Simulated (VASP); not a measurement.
# Co8Si14Ge (a cell with a defect): single point with PBE

The system is Co8Si14Ge (a cell with a defect).

```
Co Si Ge
1.0
     0.00000    5.35600    5.35600
     5.35600    0.00000    5.35600
     5.35600    5.35600    0.00000
Co Si Ge
8 14 1
Direct
  0.98642 0.00950 0.00982
  0.99748 0.99876 0.50489
  0.99732 0.50544 0.99858
  0.02021 0.48816 0.48859
  0.49548 0.00868 0.00877
  0.50094 0.96902 0.52803
  0.50230 0.52799 0.96689
  0.49904 0.48866 0.48888
  0.11977 0.13224 0.13188
  0.12057 0.11960 0.63357
  0.37342 0.38016 0.86717
  0.11975 0.63395 0.11980
  0.37361 0.86700 0.38023
  0.12386 0.62414 0.62394
  0.35702 0.89156 0.89354
  0.87873 0.37012 0.36992
  0.62483 0.12074 0.63056
  0.87860 0.38067 0.86542
  0.62499 0.63099 0.12091
  0.87849 0.86509 0.38082
  0.64859 0.60066 0.60368
  0.87336 0.87465 0.87410
  0.40325 0.33726 0.33902
```

* Program: VASP 6.6.1
* Task: single point
* Functional: PBE
* Potentials or basis: VASP PAW PBE potentials, release 64 (Co, Si, Ge_d)
* Cutoff: 520 eV
* k mesh: 2 × 2 × 2
* Occupations: fermi-dirac, width 0.02 eV
* Spin: collinear spin, zero start
* Starting moments: [0.0, 0.0, 0.0, 0.0, 0.0, 0.0, 0.0, 0.0, 0.0, 0.0, 0.0, 0.0, 0.0, 0.0, 0.0, 0.0, 0.0, 0.0, 0.0, 0.0, 0.0, 0.0, 0.0] μB

```json
{
  "Pressure": "0.6 GPa",
  "Largest force": "0.410 eV/Å",
  "Band gap on the k mesh": "zero (filled and empty bands overlap)",
  "Net moment": "0.00 μB per cell",
  "Valence electrons inside the program's atomic spheres": "Co 8.68, 8.89, 8.84, 8.69, 8.80 (each value once); Si 1.59, 1.60, 1.61 (each value once); Ge 12.38"
}
```

Forces on the atoms (eV/Å):
```
Co   0.072 -0.111 -0.096
Co  -0.111  0.059 -0.087
Co  -0.124 -0.082  0.056
Co   0.148 -0.171 -0.140
Co   0.097  0.096  0.103
Co  -0.254  0.106 -0.148
Co  -0.030  0.025 -0.107
Co   0.127  0.125  0.144
Si  -0.052 -0.029 -0.039
Si  -0.228  0.031 -0.112
Si   0.102 -0.110  0.004
Si  -0.271 -0.045  0.045
Si   0.109  0.022 -0.107
Si  -0.010  0.028  0.026
Si  -0.189 -0.041  0.048
Si  -0.147 -0.011 -0.022
Si  -0.181  0.172 -0.058
Si   0.140  0.021  0.052
Si  -0.220 -0.069  0.127
Si   0.158  0.043 -0.007
Si   0.349 -0.164  0.025
Si   0.193  0.051  0.046
Ge   0.322  0.056  0.248
```

Stress tensor (GPa, compression positive):
```
 0.55 -0.51 -0.52
-0.51  0.60 -2.51
-0.52 -2.51  0.60
```

Levels at points of the mesh, in eV from the Fermi level:
Spin up:
| k point | band 69 | band 70 | band 71 | band 72 | band 73 | band 74 |
| --- | --- | --- | --- | --- | --- | --- |
| (0.00, 0.00, 0.00) | -0.12 | -0.03 | 0.07 | 0.71 | 0.77 | 0.97 |
| (0.50, 0.00, 0.00) | -0.54 | -0.39 | -0.30 | 0.04 | 0.14 | 1.32 |
| (0.00, 0.50, 0.00) | -0.60 | -0.41 | -0.22 | -0.09 | 0.02 | 1.34 |
| (0.00, 0.00, 0.50) | -0.60 | -0.41 | -0.22 | -0.09 | 0.02 | 1.34 |
| (0.50, 0.50, 0.50) | -0.52 | -0.35 | -0.32 | -0.02 | 0.14 | 1.37 |
| (0.50, 0.50, 0.00) | -0.11 | -0.02 | -0.01 | 0.14 | 0.35 | 0.54 |
| (0.00, 0.50, 0.50) | -0.08 | -0.08 | 0.01 | 0.21 | 0.37 | 0.54 |
| (0.50, 0.00, 0.50) | -0.11 | -0.02 | -0.01 | 0.14 | 0.35 | 0.54 |
Spin down:
| k point | band 67 | band 68 | band 69 | band 70 | band 71 | band 72 | band 73 | band 74 | band 75 | band 76 |
| --- | --- | --- | --- | --- | --- | --- | --- | --- | --- | --- |
| (0.00, 0.00, 0.00) | -0.26 | -0.19 | -0.12 | -0.03 | 0.07 | 0.71 | 0.77 | 0.97 | 1.25 | 1.61 |
| (0.50, 0.00, 0.00) | -0.62 | -0.55 | -0.54 | -0.39 | -0.30 | 0.04 | 0.14 | 1.32 | 1.40 | 1.60 |
| (0.00, 0.50, 0.00) | -0.69 | -0.62 | -0.61 | -0.41 | -0.22 | -0.09 | 0.02 | 1.34 | 1.48 | 1.71 |
| (0.00, 0.00, 0.50) | -0.69 | -0.62 | -0.60 | -0.41 | -0.22 | -0.10 | 0.02 | 1.34 | 1.48 | 1.72 |
| (0.50, 0.50, 0.50) | -0.59 | -0.53 | -0.52 | -0.35 | -0.32 | -0.02 | 0.14 | 1.37 | 1.40 | 1.59 |
| (0.50, 0.50, 0.00) | -0.52 | -0.15 | -0.11 | -0.02 | -0.01 | 0.14 | 0.35 | 0.54 | 0.61 | 1.09 |
| (0.00, 0.50, 0.50) | -0.46 | -0.12 | -0.08 | -0.08 | 0.01 | 0.21 | 0.37 | 0.54 | 0.60 | 1.22 |
| (0.50, 0.00, 0.50) | -0.52 | -0.15 | -0.11 | -0.02 | -0.01 | 0.14 | 0.35 | 0.54 | 0.62 | 1.09 |

It took 15 min on 1 thread of Intel(R) Xeon(R) 6975P-C (Granite Rapids), on a shared host, peak memory 0.72 GiB.

Caveat: the k points lie up to 0.51 Å⁻¹ apart; no moment was typed at the start, so none could form.
